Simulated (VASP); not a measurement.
# W (I4/mmm) in VASP: a series of runs, part 2 of 2

VASP 6.6.1. The steps go on from the part before.

### 3 Single point, LDA (14.92 Å³/atom)

File INCAR:

```
PREC     = Accurate       # precision mode
ENCUT    = 520            # plane-wave cutoff, eV
EDIFF    = 1E-6           # SCF threshold, eV
ISMEAR   = 0              # smearing method
SIGMA    = 0.15           # smearing width, eV
LREAL    = False          # projectors in reciprocal space
LASPH    = True           # aspherical terms in the spheres
NELM     = 60             # most SCF steps
ALGO     = Fast           # electronic algorithm
ISIF     = 2              # what is computed and relaxed
LWAVE    = False          # write WAVECAR
LCHARG   = False          # write CHGCAR
GGA      = CA             # functional
NBANDS   = 13             # bands
```

File KPOINTS:

```
regular mesh
0
Gamma
  22 22 22
```

File POSCAR:

```
W
1.0
    0.0000000000      2.1660589503      1.5905370872
    2.1660589503      0.0000000000      1.5905370872
    2.1660589503      2.1660589503      0.0000000000
W
1
Direct
    0.0000000000      0.0000000000      0.0000000000
```

Potentials or basis: VASP PAW LDA potentials, release 64 (W_sv).

Started as:

```
$ cat potpaw_LDA.64/W_sv/POTCAR > POTCAR
$ mpirun -np 1 vasp_std > vasp.out
```

OUTCAR:

```text
PREC = Accurate
   ENCUT = 520
   EDIFF = 1E-6
   ISMEAR = 0
   LREAL = False
   LASPH = True
   NELM = 60
   ISIF = 2
   GGA = CA

 ion  position               nearest neighbor table
   1  0.000  0.000  0.000-

  LATTYP: Found a body centered tetragonal cell.
 ALAT       =     3.0632699444
 C/A-ratio  =     1.0384570188

  Lattice vectors:

 A1 = (   0.0000000000,  -2.1660589503,  -1.5905370872)
 A2 = (   0.0000000000,   2.1660589503,  -1.5905370872)
 A3 = (   2.1660589503,   0.0000000000,   1.5905370872)

Analysis of symmetry for initial positions (statically):
=====================================================================
 Subroutine PRICEL returns:
 Original cell was already a primitive cell.

 Routine SETGRP: Setting up the symmetry group for a
 body centered tetragonal supercell.

 Subroutine GETGRP returns: Found 16 space group operations
 (whereof 16 operations were pure point group operations)
 out of a pool of 16 trial point group operations.

The static configuration has the point symmetry D_4h.

Analysis of symmetry for dynamics (positions and initial velocities):
=====================================================================
 Subroutine PRICEL returns:
 Original cell was already a primitive cell.

 Routine SETGRP: Setting up the symmetry group for a
 body centered tetragonal supercell.

 Subroutine GETGRP returns: Found 16 space group operations
 (whereof 16 operations were pure point group operations)
 out of a pool of 16 trial point group operations.

The dynamic configuration has the point symmetry D_4h.

 Subroutine INISYM returns: Found 16 space group operations
 (whereof 16 operations are pure point group operations),
 and found     1 'primitive' translations

----------------------------------------------------------------------------------------

                                     Primitive cell

  volume of cell :      14.9250

[... 112 lines left out ...]
   LHFCALC =     F    Hartree Fock is set to
   AEXX    =    0.0000 exact exchange contribution
   IVDW    =     0    specifies the selected vdW correction
   LEPSILON=     F    determine dielectric tensor
   LRPA    =     F    only Hartree local field effects (RPA)
 non-spin polarized calculation
 RMM-DIIS sequential band-by-band and
 Gauss-broadening in eV      SIGMA  =   0.15
  energy-cutoff  :      520.00
  volume of cell :       14.92
 maximum number of plane-waves:       414
   NGX =  9   NGY =  9   NGZ = 11

 number of electron      14.0000001 magnetization

 Free energy of the ion-electron system (eV)
  ---------------------------------------------------
  ext. energy  EPLUGINS =         0.00000000
  ---------------------------------------------------
  free energy    TOTEN  =       -14.06594296 eV

  energy without entropy =      -14.05982173  energy(sigma->0) =      -14.06288235

 E-fermi :  12.2418     XC(G=0): -14.1701

 val. band max:       12.2413529877   @ k =  -0.3182   0.2727   0.0000
 cond. band min:      12.2454217214   @ k =  -0.3636   0.2273   0.0000
 fundamental gap:      0.0040687338
 Fermi energy:        12.2418413519

 k-point     1 :       0.0000    0.0000    0.0000
  band No.  band energies     occupation
      1     -61.4558      2.00000
      2     -25.1690      2.00000
      3     -25.1575      2.00000
      4     -25.1575      2.00000
      5       2.3521      2.00000
      6      10.6958      2.00000
      7      10.6958      2.00000
      8      11.2170      2.00000
      9      14.1777      0.00000
     10      14.8919      0.00000
     11      26.4488      0.00000
     12      27.1903      0.00000
     13      27.1903      0.00000
[... 354 lines left out ...]
  band No.  band energies     occupation
      1     -61.2779      2.00000
      2     -26.7244      2.00000
      3     -25.6540      2.00000
      4     -25.1911      2.00000
      5       5.6773      2.00000
      6       8.6650      2.00000
      7      12.3345      0.38237
      8      14.1160      0.00000
      9      15.9315      0.00000
     10      18.4973      0.00000
     11      24.3346      0.00000
     12      24.5814      0.00000
     13      30.5213      0.00000

 [... further k-points ...]

------------------------ aborting loop because EDIFF is reached ----------------------------------------

  FORCE on cell =-STRESS in cart. coord.  units (eV):
  Direction    XX          YY          ZZ          XY          YZ          ZX
  --------------------------------------------------------------------------------------
  -------------------------------------------------------------------------------------
  Total        1.7014532      1.7014532      0.4968945      0.0000000      0.0000000      0.0000000
  in kB      182.6485546    182.6485546     53.3409148      0.0000000      0.0000000      0.0000000
  external PRESSURE =     139.5460080 kB  Pullay stress =       0.0000000 kB

 VOLUME and BASIS-vectors are now :
 -----------------------------------------------------------------------------
  energy-cutoff  :      520.00
  volume of cell :       14.92
      direct lattice vectors                 reciprocal lattice vectors
     0.000000000  2.166058950  1.590537087    -0.230833976  0.230833976  0.314359221
     2.166058950  0.000000000  1.590537087     0.230833976 -0.230833976  0.314359221
     2.166058950  2.166058950  0.000000000     0.230833976  0.230833976 -0.314359221

 POSITION                                       TOTAL-FORCE (eV/Angst)
 -----------------------------------------------------------------------------------
      0.00000      0.00000      0.00000         0.000000     -0.000000      0.000000
 -----------------------------------------------------------------------------------
    total drift:                                0.000000     -0.000000      0.000000

  FREE ENERGIE OF THE ION-ELECTRON SYSTEM (eV)
  ---------------------------------------------------
  free  energy   TOTEN  =       -14.0659429606 eV

  energy  without entropy=      -14.0598217347  energy(sigma->0) =      -14.06288235
```

OSZICAR:

```text
N       E                     dE             d eps       ncg     rms          rms(c)
DAV:   1     0.838996069650E+02    0.83900E+02   -0.74088E+03 21814   0.123E+03
DAV:   2    -0.130763568500E+02   -0.96976E+02   -0.93092E+02 24389   0.320E+02
DAV:   3    -0.146934901304E+02   -0.16171E+01   -0.16123E+01 23794   0.398E+01
DAV:   4    -0.146993998997E+02   -0.59098E-02   -0.59096E-02 24264   0.267E+00
DAV:   5    -0.146994444434E+02   -0.44544E-04   -0.44543E-04 24174   0.218E-01    0.235E+01
RMM:   6    -0.142057116301E+02    0.49373E+00   -0.34624E-01 23423   0.535E+00    0.101E+01
RMM:   7    -0.140702210040E+02    0.13549E+00   -0.24796E-01 23628   0.451E+00    0.612E-01
RMM:   8    -0.140659967191E+02    0.42243E-02   -0.97330E-03 27042   0.112E+00    0.208E-01
RMM:   9    -0.140659366793E+02    0.60040E-04   -0.14371E-03 26130   0.463E-01    0.266E-02
RMM:  10    -0.140659480870E+02   -0.11408E-04   -0.17705E-04 28585   0.171E-01    0.185E-02
RMM:  11    -0.140659424471E+02    0.56399E-05   -0.64068E-05 26769   0.927E-02    0.106E-02
RMM:  12    -0.140659427898E+02   -0.34266E-06   -0.11101E-05 26046   0.414E-02    0.248E-03
RMM:  13    -0.140659429606E+02   -0.17082E-06   -0.19109E-06 19091   0.166E-02
   1 F= -.14065943E+02 E0= -.14062882E+02  d E =-.612123E-02
```

Wall time 2.3 min (1 thread of Intel Xeon Platinum 8375C at 2.90GHz (Ice Lake), shared host); peak memory 0.25 GiB.

Results:

* Free energy: -14.0659 eV
* Pressure: 14.0 GPa
* Band gap on the k mesh: zero (bands 7 and 8 overlap by 6.60 eV)

Caveat: the cell stands under pressure; spin-orbit coupling is left out, which moves the levels of the heavy elements.

### 4 Single point, LDA (14.92 Å³/atom)

File INCAR:

```
SYSTEM = W
ALGO     = Fast           ! electronic algorithm
EDIFF    = 1E-7           ! SCF threshold, eV
ENCUT    = 520            ! plane-wave cutoff, eV
GGA      = CA             ! functional
ISIF     = 2              ! what is computed and relaxed
ISMEAR   = 0              ! smearing method
LASPH    = .True.         ! aspherical terms in the spheres
LCHARG   = .False.        ! write CHGCAR
LREAL    = .False.        ! projectors in reciprocal space
LWAVE    = .False.        ! write WAVECAR
NBANDS   = 13             ! bands
NELM     = 60             ! most SCF steps
PREC     = Accurate       ! precision mode
SIGMA    = 0.15           ! smearing width, eV
```

File KPOINTS:

```
k-points
0
Gamma
  22 22 22
  0 0 0
```

File POSCAR:

```
W
1.0
    0.0000000000      2.2417542758      1.4849380323
    2.2417542758      0.0000000000      1.4849380323
    2.2417542758      2.2417542758      0.0000000000
W
1
Direct
    0.0000000000      0.0000000000      0.0000000000
```

Started as:

```
$ cat potpaw_LDA.64/W_sv/POTCAR > POTCAR
$ mpirun -np 1 vasp_std > vasp.out
```

It took 1.8 min on 1 thread of Intel Xeon Platinum 8375C at 2.90GHz (Ice Lake), shared host; peak memory 0.25 GiB.

The run converged. Its results:

| Item | Value |
| --- | --- |
| Free energy | -14.0330 eV |
| Pressure | 14.4 GPa |
| Band gap on the k mesh | zero (bands 7 and 8 overlap by 6.77 eV) |

Stress tensor (GPa, compression positive):
```
 6.26  0.00  0.00
 0.00  6.26  0.00
 0.00  0.00 30.81
```

Levels at points of the mesh, in eV from the Fermi level:
| k point | band 5 | band 6 | band 7 | band 8 | band 9 | band 10 |
| --- | --- | --- | --- | --- | --- | --- |
| (0.00, 0.00, 0.00) | -9.88 | -1.98 | -1.01 | -1.01 | 1.61 | 2.92 |
| (0.50, 0.00, 0.00) | -6.68 | -4.20 | 1.27 | 2.32 | 3.92 | 6.68 |
| (0.50, 0.50, 0.00) | -6.46 | -6.27 | 5.49 | 5.49 | 5.81 | 8.26 |
| (0.50, 0.00, 0.50) | -6.67 | -3.22 | 0.70 | 1.41 | 2.87 | 6.53 |

Caveat: the cell stands under pressure; spin-orbit coupling is left out, which moves the levels of the heavy elements.

### 5 Single point, LDA

This run uses another cell than the first one, of 15.43 Å³/atom.

File INCAR:

```
PREC = Accurate
ENCUT = 500
EDIFF = 1E-6
ISMEAR = 0
SIGMA = 0.15
LREAL = F
LASPH = T
NELM = 120
ALGO = Normal
ISIF = 2
LWAVE = F
LCHARG = T
LELF = T
LVHAR = T
NBANDS = 13
GGA_COMPAT = F
```

File KPOINTS:

```
Automatic mesh
0
Gamma
  22 22 22
```

File POSCAR:

```
W
1.0
    0.0000000000      2.2280410097      1.5538358002
    2.2280410097      0.0000000000      1.5538358002
    2.2280410097      2.2280410097      0.0000000000
W
1
Direct
    0.0000000000      0.0000000000      0.0000000000
```

Potentials or basis: VASP PAW LDA potentials, release 64 (W_sv).

Started as:

```
$ cat potpaw_LDA.64/W_sv/POTCAR > POTCAR
$ mpirun -np 1 vasp_std > vasp.out
```

OUTCAR:

```text
PREC = Accurate
   ENCUT = 500
   EDIFF = 1E-6
   ISMEAR = 0
   LREAL = F
   LASPH = T
   NELM = 120
   ISIF = 2

 ion  position               nearest neighbor table
   1  0.000  0.000  0.000-

  LATTYP: Found a body centered tetragonal cell.
 ALAT       =     3.1509258134
 C/A-ratio  =     0.9862725384

  Lattice vectors:

 A1 = (   0.0000000000,  -2.2280410097,  -1.5538358002)
 A2 = (   0.0000000000,   2.2280410097,  -1.5538358002)
[... 563 lines left out ...]
     13      29.1492      0.00000

 [... further k-points ...]

------------------------ aborting loop because EDIFF is reached ----------------------------------------

  FORCE on cell =-STRESS in cart. coord.  units (eV):
  Direction    XX          YY          ZZ          XY          YZ          ZX
  --------------------------------------------------------------------------------------
  -------------------------------------------------------------------------------------
  Total        0.0118081      0.0118081      0.4415011      0.0000000      0.0000000      0.0000000
  in kB        1.2263334      1.2263334     45.8522784      0.0000000      0.0000000      0.0000000
  external PRESSURE =      16.1016484 kB  Pullay stress =       0.0000000 kB

 VOLUME and BASIS-vectors are now :
 -----------------------------------------------------------------------------
  energy-cutoff  :      500.00
  volume of cell :       15.43
      direct lattice vectors                 reciprocal lattice vectors
     0.000000000  2.228041010  1.553835800    -0.224412386  0.224412386  0.321784322
     2.228041010  0.000000000  1.553835800     0.224412386 -0.224412386  0.321784322
     2.228041010  2.228041010  0.000000000     0.224412386  0.224412386 -0.321784322

 POSITION                                       TOTAL-FORCE (eV/Angst)
 -----------------------------------------------------------------------------------
      0.00000      0.00000      0.00000         0.000000      0.000000      0.000000
 -----------------------------------------------------------------------------------
    total drift:                                0.000000      0.000000      0.000000

  FREE ENERGIE OF THE ION-ELECTRON SYSTEM (eV)
  ---------------------------------------------------
  free  energy   TOTEN  =       -14.1028071152 eV

  energy  without entropy=      -14.0960544838  energy(sigma->0) =      -14.09943080
```

OSZICAR:

```text
N       E                     dE             d eps       ncg     rms          rms(c)
DAV:   1     0.809821189023E+02    0.80982E+02   -0.72863E+03 21859   0.119E+03
DAV:   2    -0.132135838707E+02   -0.94196E+02   -0.90567E+02 24404   0.312E+02
DAV:   3    -0.147603700169E+02   -0.15468E+01   -0.15423E+01 23664   0.387E+01
DAV:   4    -0.147662257405E+02   -0.58557E-02   -0.58556E-02 24289   0.263E+00
DAV:   5    -0.147662719474E+02   -0.46207E-04   -0.46209E-04 23904   0.220E-01    0.222E+01
DAV:   6    -0.142454046213E+02    0.52087E+00   -0.39796E-01 22624   0.826E+00    0.893E+00
DAV:   7    -0.141082726870E+02    0.13713E+00   -0.19592E-01 24239   0.545E+00    0.514E-01
DAV:   8    -0.141028679558E+02    0.54047E-02   -0.45996E-03 22134   0.928E-01    0.652E-02
DAV:   9    -0.141028055228E+02    0.62433E-04   -0.74715E-05 25212   0.996E-02    0.417E-02
DAV:  10    -0.141028071026E+02   -0.15798E-05   -0.78708E-06 23729   0.389E-02    0.203E-03
DAV:  11    -0.141028071152E+02   -0.12622E-07   -0.13943E-07 13102   0.439E-03
   1 F= -.14102807E+02 E0= -.14099431E+02  d E =-.675263E-02
```

stdout:

```text
POSCAR found type information on POSCAR W
 POSCAR found :  1 types and       1 ions
 scaLAPACK will be used
 LDA part: xc-table for (Slater(with rela. corr.)+CA(PZ))
 , standard interpolation
 POSCAR, INCAR and KPOINTS ok, starting setup
 FFT: planning ... GRIDC
 FFT: planning ... GRID_SOFT
 FFT: planning ... GRID
 WAVECAR not read
 entering main loop
```

Run time: 70 s. Hardware: 1 thread of Intel Xeon Platinum 8488C (Sapphire Rapids), shared host; peak memory 0.25 GiB.

Results:

| Quantity | Value |
| --- | --- |
| Free energy | -14.1028 eV |
| Pressure | 1.6 GPa |
| Band gap on the k mesh | zero (bands 7 and 8 overlap by 6.60 eV) |

Stress tensor (GPa, compression positive):
```
0.12 0.00 0.00
0.00 0.12 0.00
0.00 0.00 4.59
```

Levels at points of the mesh, in eV from the Fermi level:
```tsv
k point	band 4	band 5	band 6	band 7	band 8	band 9	band 10	band 11
(0.00, 0.00, 0.00)	-37.49	-9.71	-1.45	-1.26	-1.26	2.11	2.36	14.53
(0.50, 0.00, 0.00)	-37.51	-6.45	-3.80	0.96	2.22	3.22	6.38	11.56
(0.50, 0.50, 0.00)	-38.46	-6.11	-6.07	5.31	5.31	5.38	8.44	8.44
(0.50, 0.00, 0.50)	-37.49	-6.45	-3.60	0.85	1.99	3.06	6.34	11.45
```

Caveat: spin-orbit coupling is left out, which moves the levels of the heavy elements.

### 6 Overview

| cell | cutoff (eV) | gap on the mesh (eV) | pressure (GPa) |
| --- | --- | --- | --- |
| a = 2.687, b = 2.687, c = 3.116 Å, angles 54.6, 54.6, 70.9°, 1 atom | 520 | none | 13.7 |
| a = 2.687, b = 2.687, c = 3.063 Å, angles 55.3, 55.3, 69.5°, 1 atom | 520 | none | 14.0 |
| a = 2.689, b = 2.689, c = 3.170 Å, angles 53.9, 53.9, 72.2°, 1 atom | 520 | none | 14.4 |
| a = 2.716, b = 2.716, c = 3.151 Å, angles 54.6, 54.6, 70.9°, 1 atom | 500 | none | 1.6 |

Alike in all rows: task single point; level LDA; potentials or basis VASP PAW LDA potentials, release 64 (W_sv); no spin polarisation; k mesh 22 × 22 × 22; smearing gaussian 0.15 eV.

Caveats: spin-orbit coupling is left out, which moves the levels of the heavy elements; the cell stands under pressure (at least some runs).

Absolute energies hang on the potentials; compare differences alone.
